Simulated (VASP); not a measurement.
# K: single point with PBE

The system is K.

```
CELL_PARAMETERS angstrom
-2.57873 2.57873 2.61800
2.57873 -2.57873 2.61800
2.65727 2.65727 -2.61800
ATOMIC_POSITIONS crystal
K 0.00000 0.00000 0.00000
```

This cell differs from its parent crystal: strain +0.0300 x Voigt [0, 0, 0, 0, 0, 1].

```
Program                : VASP 6.6.1
Task                   : single point
Functional             : PBE
Potentials or basis    : VASP PAW PBE potentials, release 64 (K_sv)
Cutoff                 : 520 eV
k mesh                 : 14 × 14 × 14
Occupations            : gaussian, width 0.15 eV
Spin                   : no spin polarisation
Dipole correction      : no
Further INCAR settings : ALGO = Fast; EDIFF = 1e-06; NBANDS = 10
```

```
Pressure               : 0.1 GPa
Band gap on the k mesh : zero (an odd number of electrons rules out a gap without spin polarisation)
```

Stress tensor (GPa, compression positive):
```
 0.10 -0.08  0.00
-0.08  0.10  0.00
 0.00  0.00  0.11
```

Levels at points of the mesh, in eV from the Fermi level:
```
           k point  band 2  band 3  band 4  band 5  band 6  band 7
(0.00, 0.00, 0.00)  -15.57  -15.57  -15.57   -2.19    4.25    4.30
(0.50, 0.00, 0.00)  -15.64  -15.59  -15.57    0.44    0.70    3.17
(0.50, 0.50, 0.00)  -15.65  -15.60  -15.57    0.51    0.78    3.16
(0.00, 0.00, 0.50)  -15.64  -15.59  -15.57    0.38    0.62    3.18
(0.50, 0.50, 0.50)  -15.63  -15.62  -15.62    1.66    1.66    3.54
```

It took 2.8 min on 1 thread of AMD EPYC 9R45 96-Core Processor (Zen 5), on a shared host, peak memory 0.39 GiB.

Caveat: the cell differs from its parent crystal (strain +0.0300 x Voigt [0, 0, 0, 0, 0, 1]).
